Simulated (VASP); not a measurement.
# Be (P1) in VASP: a series of runs

The runs below take Be through single point, with LDA.

Everything below comes from runs of VASP 6.6.1. Logs are shortened: lines on timing, memory, paths and dates and some standing lists are left out, and cuts for length are marked.

## Step 1: The cell of the first run

The typed cell holds 4 atoms: a = 3.751 Å, b = 3.744 Å, c = 2.259 Å, α = 89.86°, β = 90.35°, γ = 88.21°.

## Step 2: Single point, LDA

INCAR

```
SYSTEM = Be
ALGO = Normal ; EDIFF = 1E-7
ENCUT = 520 ; ISIF = 2
ISMEAR = 0 ; LASPH = .True.
LCHARG = .False. ; LREAL = .False.
LWAVE = .False. ; NBANDS = 12
NELM = 60 ; PREC = Accurate
SIGMA = 0.1
```

KPOINTS

```
k-points
0
Gamma
  4 4 7
  0 0 0
```

POSCAR

```
Be
1.0
    3.7507200000      0.0584600000     -0.0113600000
    0.0584600000      3.7433900000      0.0045400000
   -0.0069200000      0.0027600000      2.2590000000
Be
4
Direct
    0.2950100000      0.3054400000      0.9947400000
    0.6954300000      0.7011800000      0.0039500000
    0.1962100000      0.8033200000      0.5064000000
    0.8017869263      0.2110433481      0.5019415914
```

Potentials or basis: VASP PAW LDA potentials, release 64 (Be).

On the command line:

```console
$ cat potpaw_LDA.64/Be/POTCAR > POTCAR
$ mpirun -np 1 vasp_std > vasp.out
```

OUTCAR:

```text
SYSTEM = Be
   EDIFF = 1E-7
   ENCUT = 520
   ISIF = 2
   ISMEAR = 0
   LASPH = .True.
   LREAL = .False.
   NELM = 60
   PREC = Accurate

 ion  position               nearest neighbor table
   1  0.295  0.305  0.995-   2 2.14   3 2.18   4 2.19   3 2.22   4 2.22   3 2.22   4 2.23   4 2.23
                             3 2.25
   2  0.695  0.701  0.004-   1 2.14   4 2.18   4 2.19   3 2.20   3 2.22   3 2.23   3 2.24   4 2.26
                             4 2.27
   3  0.196  0.803  0.506-   4 2.09   1 2.18   2 2.20   1 2.22   2 2.22   1 2.22   2 2.23   2 2.24
                             1 2.25
   4  0.802  0.211  0.502-   3 2.09   2 2.18   2 2.19   1 2.19   1 2.22   1 2.23   1 2.23   2 2.26
                             2 2.27

  LATTYP: Found a triclinic cell.
 ALAT       =     4.3671125355
 B/A-ratio  =     0.5172782397
 C/A-ratio  =     0.8572825122
 COS(alpha) =     0.0023864391
 COS(beta)  =     0.0280270625
 COS(gamma) =     0.5120624272

  Lattice vectors:

 A1 = (  -3.7438000000,  -0.0612200000,  -2.2476400000)
 A2 = (   0.0069200000,  -0.0027600000,  -2.2590000000)
 A3 = (  -0.0584600000,  -3.7433900000,  -0.0045400000)

Analysis of symmetry for initial positions (statically):
=====================================================================
 Subroutine PRICEL returns:
 Original cell was already a primitive cell.

 Routine SETGRP: Setting up the symmetry group for a
 triclinic supercell.

 Subroutine GETGRP returns: Found  1 space group operations
 (whereof  1 operations were pure point group operations)
 out of a pool of  2 trial point group operations.

The static configuration has the point symmetry C_1 .

Analysis of symmetry for dynamics (positions and initial velocities):
=====================================================================
 Subroutine PRICEL returns:
 Original cell was already a primitive cell.

 Routine SETGRP: Setting up the symmetry group for a
 triclinic supercell.

 Subroutine GETGRP returns: Found  1 space group operations
 (whereof  1 operations were pure point group operations)
 out of a pool of  2 trial point group operations.

The dynamic configuration has the point symmetry C_1 .

 Subroutine INISYM returns: Found  1 space group operations
 (whereof  1 operations are pure point group operations),
 and found     1 'primitive' translations

----------------------------------------------------------------------------------------

                                     Primitive cell
[... 107 lines left out ...]
   NUPDOWN=      -1.0000    fix difference up-down
   EMIN   =  10.00;   EMAX   =-10.00  energy-range for DOS
   EFERMI =   0.00;   METHOD = LEGACY
   ISMEAR =     0;   SIGMA  =   0.10  broadening in eV -4-tet -1-fermi 0-gaus
   EFERMI_NEDOS =   21; number of points for ismear=-14 and -15
   IALGO  =     38    algorithm
   IMIX   =      4    mixing-type and parameters
     AMIX     =   0.40;   BMIX     =  1.00
     AMIX_MAG =   1.60;   BMIX_MAG =  1.00
  volume/ion in A,a.u.               =       7.93        53.50
  Fermi-wavevector in a.u.,A,eV,Ry     =   1.034450  1.954828 14.559425  1.070088
  Thomas-Fermi vector in A             =   2.168746
   LORBIT       =      0    0 simple, 1 ext, 2 COOP (PROOUT), +10 PAW based schemes
   GGA     = CA    functional components
   LHFCALC =     F    Hartree Fock is set to
   AEXX    =    0.0000 exact exchange contribution
   IVDW    =     0    specifies the selected vdW correction
   LEPSILON=     F    determine dielectric tensor
   LRPA    =     F    only Hartree local field effects (RPA)
 non-spin polarized calculation
 Gauss-broadening in eV      SIGMA  =   0.10
  energy-cutoff  :      520.00
  volume of cell :       31.71
 maximum number of plane-waves:       868
   NGX = 13   NGY = 13   NGZ =  9

 number of electron       8.0000000 magnetization

 Free energy of the ion-electron system (eV)
  ---------------------------------------------------
  ext. energy  EPLUGINS =         0.00000000
  ---------------------------------------------------
  free energy    TOTEN  =       -16.50429396 eV

  energy without entropy =      -16.49893769  energy(sigma->0) =      -16.50161582

 E-fermi :   6.6643     XC(G=0): -10.6087

 val. band max:        6.6365240441   @ k =   0.0000   0.0000   0.2857
 cond. band min:       6.7171363695   @ k =   0.0000   0.0000   0.4286
 fundamental gap:      0.0806123253
 Fermi energy:         6.6642814135

 k-point     1 :       0.0000    0.0000    0.0000
  band No.  band energies     occupation
      1      -4.4358      2.00000
      2       1.5875      2.00000
      3       2.2358      2.00000
      4       5.4724      2.00000
      5       5.5815      2.00000
      6      11.0325      0.00000
      7      12.0632      0.00000
      8      13.7539      0.00000
      9      16.0825      0.00000
     10      17.2507      0.00000
     11      22.8093      0.00000
     12      22.8355      0.00000
[... 331 lines left out ...]
 k-point    24 :       0.2500   -0.2500    0.1429
  band No.  band energies     occupation
      1      -2.9933      2.00000
      2       0.6129      2.00000
      3       0.8168      2.00000
      4       4.7699      2.00000
      5       9.9181      0.00000
      6      10.8816      0.00000
      7      12.4048      0.00000
      8      13.0252      0.00000
      9      17.3433      0.00000
     10      18.9267      0.00000
     11      19.2536      0.00000
     12      21.4268      0.00000

 [... further k-points ...]

------------------------ aborting loop because EDIFF is reached ----------------------------------------

  FORCE on cell =-STRESS in cart. coord.  units (eV):
  Direction    XX          YY          ZZ          XY          YZ          ZX
  --------------------------------------------------------------------------------------
  -------------------------------------------------------------------------------------
  Total        0.1120154     -0.0604362     -1.8250336     -0.9626249     -0.0667858      0.2592254
  in kB        5.6598239     -3.0536706    -92.2138074    -48.6387248     -3.3744989     13.0979295
  external PRESSURE =     -29.8692180 kB  Pullay stress =       0.0000000 kB

 VOLUME and BASIS-vectors are now :
 -----------------------------------------------------------------------------
  energy-cutoff  :      520.00
  volume of cell :       31.71
      direct lattice vectors                 reciprocal lattice vectors
     3.750720000  0.058460000 -0.011360000     0.266682895 -0.004165747  0.000822020
     0.058460000  3.743390000  0.004540000    -0.004165745  0.267203008 -0.000339224
    -0.006920000  0.002760000  2.259000000     0.001349460 -0.000557957  0.442678565

 POSITION                                       TOTAL-FORCE (eV/Angst)
 -----------------------------------------------------------------------------------
      1.11747      1.16337      2.24515         0.140430     -0.061909      0.136517
      2.64933      2.66546      0.00421         0.009694      0.213743     -0.003610
      0.77939      3.02001      1.14538        -0.081866      0.079554     -0.117350
      3.01614      0.83828      1.12574        -0.068258     -0.231388     -0.015557
 -----------------------------------------------------------------------------------
    total drift:                                0.000007     -0.000007     -0.000003

  FREE ENERGIE OF THE ION-ELECTRON SYSTEM (eV)
  ---------------------------------------------------
  free  energy   TOTEN  =       -16.5042939603 eV

  energy  without entropy=      -16.4989376874  energy(sigma->0) =      -16.50161582
```

OSZICAR:

```text
N       E                     dE             d eps       ncg     rms          rms(c)
DAV:   1    -0.239067412093E+01   -0.23907E+01   -0.34892E+03  1392   0.565E+02
DAV:   2    -0.162960397434E+02   -0.13905E+02   -0.13386E+02  1764   0.852E+01
DAV:   3    -0.166267186927E+02   -0.33068E+00   -0.32913E+00  1964   0.971E+00
DAV:   4    -0.166271431389E+02   -0.42445E-03   -0.42436E-03  1660   0.364E-01
DAV:   5    -0.166271435681E+02   -0.42921E-06   -0.42910E-06  1812   0.130E-02    0.183E+00
DAV:   6    -0.165409507414E+02    0.86193E-01   -0.23150E-02  1672   0.696E-01    0.108E+00
DAV:   7    -0.165047111136E+02    0.36240E-01   -0.26041E-02  1652   0.771E-01    0.150E-01
DAV:   8    -0.165043014677E+02    0.40965E-03   -0.11984E-03  1728   0.193E-01    0.229E-02
DAV:   9    -0.165042945934E+02    0.68743E-05   -0.36795E-05  1704   0.326E-02    0.512E-03
DAV:  10    -0.165042940049E+02    0.58855E-06   -0.16749E-06  1692   0.696E-03    0.174E-03
DAV:  11    -0.165042939603E+02    0.44583E-07   -0.12912E-07  1268   0.185E-03
   1 F= -.16504294E+02 E0= -.16501616E+02  d E =-.535627E-02
```

stdout:

```text
POSCAR found type information on POSCAR Be
 POSCAR found :  1 types and       4 ions
 scaLAPACK will be used
 LDA part: xc-table for (Slater(with rela. corr.)+CA(PZ))
 , standard interpolation
 POSCAR, INCAR and KPOINTS ok, starting setup
 FFT: planning ... GRIDC
 FFT: planning ... GRID_SOFT
 FFT: planning ... GRID
 WAVECAR not read
 entering main loop
```

Wall time 8.1 s (1 thread of AMD EPYC 9R45 (Zen 5), shared host); peak memory 0.1 GiB.

Results:

* Free energy: -16.5043 eV
* Pressure: -3.0 GPa
* Largest force: 0.242 eV/Å
* Band gap on the k mesh: zero (band 4 reaches 7.38 eV, above the bottom of band 5 at 5.58 eV)

Forces on the atoms (eV/Å):
```
Be   0.140 -0.062  0.137
Be   0.010  0.214 -0.004
Be  -0.082  0.080 -0.117
Be  -0.068 -0.231 -0.016
```

Stress tensor (GPa, compression positive):
```
 0.57 -4.86  1.31
-4.86 -0.31 -0.34
 1.31 -0.34 -9.22
```

Caveat: the k points lie up to 0.42 Å⁻¹ apart.

## Step 3: Single point, LDA

INCAR

```
SYSTEM = Be
PREC     = Accurate       ! precision mode
ENCUT    = 520            ! plane-wave cutoff, eV
EDIFF    = 1E-6           ! SCF threshold, eV
ISMEAR   = 0              ! smearing method
SIGMA    = 0.1            ! smearing width, eV
LREAL    = .False.        ! projectors in reciprocal space
LASPH    = .True.         ! aspherical terms in the spheres
NELM     = 100            ! most SCF steps
ALGO     = Normal         ! electronic algorithm
ISIF     = 2              ! what is computed and relaxed
LWAVE    = .False.        ! write WAVECAR
LCHARG   = .False.        ! write CHGCAR
GGA      = CA             ! functional
NBANDS   = 12             ! bands
```

KPOINTS

```
regular mesh
0
Gamma
  4 4 7
  0 0 0
```

Edit POSCAR of step 2 so:

```diff
@@ -11,2 +11,2 @@
     0.1962100000      0.8033200000      0.5064000000
-    0.8017869263      0.2110433481      0.5019415914
+    0.7932530737      0.2111766519      0.5018984086
```

Potentials or basis: VASP PAW LDA potentials, release 64 (Be).

On the command line:

```console
$ cat potpaw_LDA.64/Be/POTCAR > POTCAR
$ mpirun -np 1 vasp_std > vasp.out
```

It took 7.3 s on 1 thread of AMD EPYC 9R45 (Zen 5), shared host; peak memory 0.1 GiB.

Results (log left out):

| Item | Value |
| --- | --- |
| Free energy | -16.5030 eV |
| Pressure | -3.0 GPa |
| Largest force | 0.330 eV/Å |
| Band gap on the k mesh | zero (band 4 reaches 7.38 eV, above the bottom of band 5 at 5.60 eV) |

Forces on the atoms (eV/Å):
```
Be  -0.013 -0.038  0.134
Be  -0.007  0.197 -0.004
Be  -0.126  0.137 -0.119
Be   0.147 -0.296 -0.011
```

Stress tensor (GPa, compression positive):
```
-0.39 -4.89  1.24
-4.89 -0.04 -0.35
 1.24 -0.35 -8.71
```

Levels at points of the mesh, in eV from the Fermi level:
```csv
k point,band 1,band 2,band 3,band 4,band 5,band 6,band 7,band 8
"(0.00, 0.00, 0.00)",-11.10,-5.08,-4.45,-1.14,-1.07,4.31,5.32,7.14
"(0.50, 0.00, 0.00)",-9.20,-9.16,-2.95,-2.62,1.23,1.76,8.82,8.95
"(0.00, 0.50, 0.00)",-9.22,-9.11,-3.03,-2.56,1.21,1.72,8.80,9.12
"(0.50, 0.50, 0.00)",-7.38,-7.30,-7.06,-7.06,7.65,8.61,8.98,9.43
```

Caveat: the k points lie up to 0.42 Å⁻¹ apart.

## Step 4: Single point, LDA

This run uses another cell than the first one, of 7.89 Å³/atom, 0.995 times its volume.

INCAR

```
PREC = Accurate ; ENCUT = 520
EDIFF = 1E-6 ; ISMEAR = 0
SIGMA = 0.1 ; LREAL = F
LASPH = T ; NELM = 60
ALGO = Normal ; ISIF = 2
LWAVE = F ; LCHARG = F
GGA = CA ; NBANDS = 12
```

KPOINTS

```
regular mesh
0
Gamma
  4 4 7
```

POSCAR

```
Be
1.0
    3.7444583523      0.0583624038     -0.0113410350
    0.0583624038      3.7371405894      0.0045324207
   -0.0069084474      0.0027553923      2.2552287075
Be
4
Direct
    0.2950100000      0.3054400000      0.9947400000
    0.6954300000      0.7011800000      0.0039500000
    0.1962100000      0.8033200000      0.5064000000
    0.7975200000      0.2111100000      0.5019200000
```

On the command line:

```console
$ cat potpaw_LDA.64/Be/POTCAR > POTCAR
$ mpirun -np 1 vasp_std > vasp.out
```

Run time: 7.4 s. Hardware: 1 thread of AMD EPYC 9R45 (Zen 5), shared host; peak memory 0.1 GiB.

Results (log left out):

```
Free energy            : -16.5072 eV
Pressure               : -2.4 GPa
Largest force          : 0.268 eV/Å
Band gap on the k mesh : zero (band 4 reaches 7.43 eV, above the bottom of band 5 at 5.63 eV)
```

Forces in eV/Å, atoms in the order of the input:
```
Be   0.062 -0.053  0.136
Be   0.003  0.210 -0.004
Be  -0.103  0.108 -0.119
Be   0.038 -0.265 -0.013
```

Stress tensor (GPa, compression positive):
```
 0.61 -4.90  1.29
-4.90  0.39 -0.34
 1.29 -0.34 -8.34
```

Levels at points of the mesh, in eV from the Fermi level:
| k point | band 1 | band 2 | band 3 | band 4 | band 5 | band 6 | band 7 | band 8 | band 9 |
| --- | --- | --- | --- | --- | --- | --- | --- | --- | --- |
| (0.00, 0.00, 0.00) | -11.13 | -5.10 | -4.46 | -1.16 | -1.08 | 4.36 | 5.38 | 7.13 | 9.45 |
| (0.50, 0.00, 0.00) | -9.20 | -9.19 | -2.94 | -2.65 | 1.24 | 1.77 | 8.89 | 8.97 | 11.76 |
| (0.00, 0.50, 0.00) | -9.25 | -9.13 | -3.06 | -2.58 | 1.25 | 1.75 | 8.84 | 9.13 | 11.66 |
| (0.50, 0.50, 0.00) | -7.38 | -7.33 | -7.09 | -7.07 | 7.72 | 8.62 | 8.99 | 9.54 | 11.36 |

Caveat: the k points lie up to 0.42 Å⁻¹ apart.

## Step 5: Single point, LDA

This run uses another cell than the first one, of 7.97 Å³/atom, 1.005 times its volume.

INCAR

```
ALGO = Normal ; EDIFF = 1E-6
ENCUT = 520 ; ISIF = 2
ISMEAR = 0 ; LASPH = True
LCHARG = False ; LREAL = False
LWAVE = False ; NBANDS = 12
NELM = 100 ; PREC = Accurate
SIGMA = 0.1
```

KPOINTS

```
k-points
0
Gamma
  4 4 7
```

POSCAR

```
Be
1.0
    3.7569608102      0.0585572714     -0.0113789019
    0.0585572714      3.7496186138      0.0045475541
   -0.0069315142      0.0027645924      2.2627587424
Be
4
Direct
    0.2950100000      0.3054400000      0.9947400000
    0.6954300000      0.7011800000      0.0039500000
    0.1962100000      0.8033200000      0.5064000000
    0.7975200000      0.2111100000      0.5019200000
```

On the command line:

```console
$ cat potpaw_LDA.64/Be/POTCAR > POTCAR
$ mpirun -np 1 vasp_std > vasp.out
```

Run time: 7.1 s. Hardware: 1 thread of AMD EPYC 9R45 (Zen 5), shared host; peak memory 0.1 GiB.

Results (log left out):

```
Free energy            : -16.5013 eV
Pressure               : -3.6 GPa
Largest force          : 0.265 eV/Å
Band gap on the k mesh : zero (band 4 reaches 7.34 eV, above the bottom of band 5 at 5.54 eV)
```

Forces in eV/Å, atoms in the order of the input:
```
Be   0.066 -0.046  0.134
Be  -0.002  0.200 -0.004
Be  -0.105  0.109 -0.117
Be   0.041 -0.262 -0.013
```

Stress tensor (GPa, compression positive):
```
-0.48 -4.85  1.26
-4.85 -0.73 -0.34
 1.26 -0.34 -9.58
```

Levels at points of the mesh, in eV from the Fermi level:
```
           k point  band 1  band 2  band 3  band 4  band 5  band 6  band 7  band 8  band 9
(0.00, 0.00, 0.00)  -11.07   -5.06   -4.42   -1.16   -1.09    4.32    5.34    7.09    9.38
(0.50, 0.00, 0.00)   -9.15   -9.15   -2.92   -2.63    1.22    1.74    8.82    8.90   11.67
(0.00, 0.50, 0.00)   -9.20   -9.09   -3.03   -2.56    1.22    1.73    8.77    9.06   11.58
(0.50, 0.50, 0.00)   -7.34   -7.29   -7.05   -7.03    7.66    8.56    8.93    9.48   11.27
```

Caveat: the k points lie up to 0.42 Å⁻¹ apart.

## Step 6: The runs side by side

| cell | gap on the mesh (eV) | pressure (GPa) | largest force (eV/Å) |
| --- | --- | --- | --- |
| a = 3.751, b = 3.744, c = 2.259 Å, angles 89.9, 90.3, 88.2°, 4 atoms | none | -3.0 | 0.33 |
| a = 3.745, b = 3.738, c = 2.255 Å, angles 89.9, 90.3, 88.2°, 4 atoms | none | -2.4 | 0.27 |
| a = 3.757, b = 3.750, c = 2.263 Å, angles 89.9, 90.3, 88.2°, 4 atoms | none | -3.6 | 0.27 |

Some of these runs hold the atoms at other places in the same cell, which the table doesn't show; runs alike in all that it shows share one row.

Alike in all rows: task single point; level LDA; potentials or basis VASP PAW LDA potentials, release 64 (Be); no spin polarisation; k mesh 4 × 4 × 7; cutoff (eV) 520; smearing gaussian 0.1 eV.

Caveats: all runs use coarse meshes.

Total energies depend on the potentials used, so only differences within one code and one set of settings carry meaning.
